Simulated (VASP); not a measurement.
Input of a VASP 6.6.1 run:

INCAR

```
SYSTEM = Si48C47
  PREC = Accurate
  ENCUT = 520
  EDIFF = 1E-6
  ISMEAR = -1
  SIGMA = 0.05
  LREAL = Auto
  LASPH = .True.
  NELM = 120
  ALGO = Normal
  ISIF = 2
  LWAVE = .False.
  LCHARG = .False.
  GGA = PS
  NBANDS = 243
  NELECT = 382.0
  ISYM = -1
  GGA_COMPAT = .False.
```

The input KPOINTS:

```
explicit points
1
Reciprocal
  0.25000000   0.25000000   0.25000000 1
```

File POSCAR:

```
Si48C47
1.0
    9.2342040000      0.0000000000      0.0000000000
    0.0000000000     10.6627400000      0.0000000000
    0.0000000000      0.0000000000     10.0759470000
Si C
48 47
Direct
    0.0001030000      0.9986920000      0.4991290000
    0.3360510000      0.0065200000      0.4972980000
    0.1682570000      0.2499170000      0.4976610000
    0.0008930000      0.5007340000      0.5007300000
    0.6641330000      0.0066910000      0.4973030000
    0.5006400000      0.3047270000      0.4850970000
    0.3350360000      0.4851610000      0.5064910000
    0.1697210000      0.7473570000      0.5002400000
    0.8321690000      0.2501680000      0.4979620000
    0.6657640000      0.4846070000      0.5070170000
    0.5002810000      0.7469070000      0.4998890000
    0.8308230000      0.7473760000      0.5002020000
    0.0000060000      0.1661630000      0.2505820000
    0.3343010000      0.1667230000      0.2499080000
    0.1667360000      0.4159080000      0.2519860000
    0.0000770000      0.6656790000      0.2510350000
    0.6656920000      0.1669430000      0.2498670000
    0.5000120000      0.4055600000      0.2541160000
    0.3345680000      0.6624820000      0.2519170000
    0.1676530000      0.9158790000      0.2503730000
    0.8333080000      0.4161040000      0.2523530000
    0.6656070000      0.6625000000      0.2520290000
    0.5000500000      0.9159570000      0.2498710000
    0.8324140000      0.9159780000      0.2503220000
    0.1672320000      0.0851520000      0.7485550000
    0.0001550000      0.3345030000      0.7491940000
    0.5001170000      0.0896690000      0.7433420000
    0.3344430000      0.3351300000      0.7497670000
    0.1662210000      0.5850870000      0.7527800000
    0.0001720000      0.8345890000      0.7498280000
    0.8330030000      0.0851620000      0.7486410000
    0.6658590000      0.3351320000      0.7499960000
    0.5002540000      0.5834490000      0.7517790000
    0.3340570000      0.8353300000      0.7490290000
    0.8342600000      0.5851570000      0.7529090000
    0.6661800000      0.8353980000      0.7490290000
    0.0001130000      0.0002450000      0.9998490000
    0.3342850000      0.0005520000      0.9983880000
    0.1666420000      0.2505530000      0.9999770000
    0.0000640000      0.5003340000      0.0018480000
    0.6658260000      0.0006260000      0.9984360000
    0.5000340000      0.2486290000      0.9960450000
    0.3334500000      0.4989700000      0.0018050000
    0.1670190000      0.7498850000      0.0014100000
    0.8334570000      0.2505630000      0.0001180000
    0.6667210000      0.4989590000      0.0018820000
    0.5000800000      0.7495170000      0.0007960000
    0.8332140000      0.7499200000      0.0014260000
    0.0001100000      0.9989720000      0.1873410000
    0.3335060000      0.9990580000      0.1859880000
    0.1662220000      0.2494840000      0.1866170000
    0.9999530000      0.4992230000      0.1884010000
    0.6666980000      0.9991990000      0.1860700000
    0.5000680000      0.2437170000      0.1784940000
    0.3337980000      0.4972220000      0.1882070000
    0.1677110000      0.7487250000      0.1889230000
    0.8339140000      0.2495950000      0.1868030000
    0.6663740000      0.4972050000      0.1883900000
    0.5001410000      0.7484690000      0.1883060000
    0.8325840000      0.7487890000      0.1889910000
    0.0000630000      0.0008940000      0.6871320000
    0.3337150000      0.0022530000      0.6852360000
    0.1668960000      0.2514170000      0.6864630000
    0.0003010000      0.5019170000      0.6887900000
    0.6664500000      0.0023290000      0.6852430000
    0.5001360000      0.2571910000      0.6838880000
    0.3302850000      0.5030630000      0.6943970000
    0.1668800000      0.7513360000      0.6879990000
    0.8332320000      0.2514110000      0.6866780000
    0.6701670000      0.5031340000      0.6946690000
    0.5000750000      0.7505650000      0.6877640000
    0.8332930000      0.7514320000      0.6879250000
    0.0000160000      0.1649830000      0.4383840000
    0.3363810000      0.1735940000      0.4350730000
    0.1614000000      0.4164770000      0.4383190000
    0.0004440000      0.6675290000      0.4389350000
    0.6636370000      0.1741200000      0.4351610000
    0.3363310000      0.6588440000      0.4397830000
    0.1692990000      0.9161180000      0.4383000000
    0.8394370000      0.4169820000      0.4391960000
    0.6641850000      0.6587530000      0.4399460000
    0.5001090000      0.9159940000      0.4377010000
    0.8308070000      0.9163100000      0.4382030000
    0.1666340000      0.0835430000      0.9371660000
    0.0000360000      0.3339600000      0.9375400000
    0.5000370000      0.0826590000      0.9324730000
    0.3325700000      0.3331060000      0.9379400000
    0.1658950000      0.5840760000      0.9405470000
    0.0001270000      0.8334460000      0.9385480000
    0.8335580000      0.0835540000      0.9372750000
    0.6675870000      0.3331230000      0.9381330000
    0.5001140000      0.5831460000      0.9399640000
    0.3334470000      0.8333260000      0.9376710000
    0.8342800000      0.5840990000      0.9405010000
    0.6667590000      0.8334050000      0.9377240000
```

Potentials or basis: VASP PAW PBE potentials, release 64 (Si, C).

Command:

```console
$ cat potpaw_PBE.64/Si/POTCAR potpaw_PBE.64/C/POTCAR > POTCAR
$ mpirun -np 1 vasp_std > vasp.out
```

Problem. Predict the largest force.

Solution. 0.022 eV/Å.

Forces in eV/Å, atoms in the order of the input:
```
Si   0.000 -0.006  0.002
Si   0.001 -0.007  0.007
Si  -0.009  0.007  0.006
Si   0.002  0.002  0.002
Si  -0.002 -0.004  0.004
Si   0.000 -0.021  0.002
Si   0.000  0.011 -0.001
Si   0.000 -0.004  0.003
Si   0.008  0.004  0.003
Si  -0.003  0.016 -0.005
Si   0.002  0.005  0.002
Si   0.001 -0.003  0.001
Si   0.000  0.000 -0.004
Si   0.003  0.000 -0.012
Si  -0.003  0.001 -0.002
Si   0.001  0.000  0.002
Si  -0.003 -0.002 -0.009
Si  -0.002  0.008  0.001
Si  -0.004  0.003 -0.001
Si  -0.003 -0.002 -0.003
Si   0.004  0.001 -0.001
Si   0.004  0.003 -0.001
Si   0.001 -0.003  0.000
Si   0.004 -0.001 -0.003
Si   0.000 -0.001  0.003
Si   0.001  0.005  0.001
Si  -0.002 -0.008 -0.003
Si  -0.009  0.002  0.009
Si   0.001  0.000 -0.002
Si  -0.001 -0.001 -0.002
Si   0.000 -0.002  0.003
Si   0.008  0.002  0.008
Si   0.001  0.001  0.000
Si   0.001 -0.003  0.001
Si  -0.002  0.001 -0.004
Si  -0.001 -0.002  0.001
Si   0.001  0.002 -0.001
Si  -0.003 -0.001 -0.002
Si   0.001 -0.001  0.000
Si   0.000 -0.001  0.002
Si   0.003 -0.002 -0.001
Si  -0.001 -0.002  0.002
Si   0.000  0.002 -0.001
Si   0.003  0.004  0.002
Si   0.002 -0.002  0.000
Si   0.000  0.003  0.001
Si   0.000  0.001  0.001
Si  -0.004  0.005  0.001
C   -0.001 -0.001  0.004
C   -0.001  0.000  0.006
C    0.000 -0.002  0.005
C    0.002 -0.006 -0.008
C    0.001  0.002  0.007
C   -0.001 -0.004 -0.002
C    0.000 -0.003 -0.002
C   -0.001 -0.003 -0.004
C   -0.001 -0.002  0.005
C    0.000 -0.005 -0.002
C    0.000  0.008 -0.004
C   -0.003 -0.001 -0.005
C   -0.001  0.002  0.001
C    0.001  0.002  0.005
C    0.005  0.004 -0.003
C    0.000  0.003 -0.002
C    0.001  0.005  0.007
C   -0.002 -0.009 -0.013
C    0.002  0.009 -0.001
C    0.003 -0.001  0.000
C   -0.005  0.002 -0.003
C   -0.003  0.008  0.001
C    0.000  0.007 -0.002
C    0.001  0.000  0.001
C    0.000  0.001  0.003
C    0.017 -0.002  0.013
C   -0.009 -0.003  0.000
C    0.003  0.007 -0.006
C   -0.015 -0.006  0.012
C   -0.003  0.000  0.005
C   -0.001  0.002 -0.002
C   -0.001  0.002 -0.001
C    0.005  0.003  0.006
C   -0.001  0.005  0.001
C    0.006  0.003 -0.002
C    0.001  0.000  0.000
C    0.000 -0.007  0.000
C    0.001  0.002 -0.004
C    0.001 -0.001 -0.008
C   -0.001 -0.012 -0.001
C   -0.001 -0.004 -0.006
C   -0.001  0.001  0.001
C    0.000  0.000 -0.007
C    0.002 -0.003 -0.005
C   -0.002  0.000  0.000
C    0.000 -0.013 -0.003
C    0.004  0.001 -0.002
```

Caveat: the cell carries a net charge on a neutralising background, which shifts energy and pressure; the PAW data sets were made with another functional, which shifts forces and pressure a little.
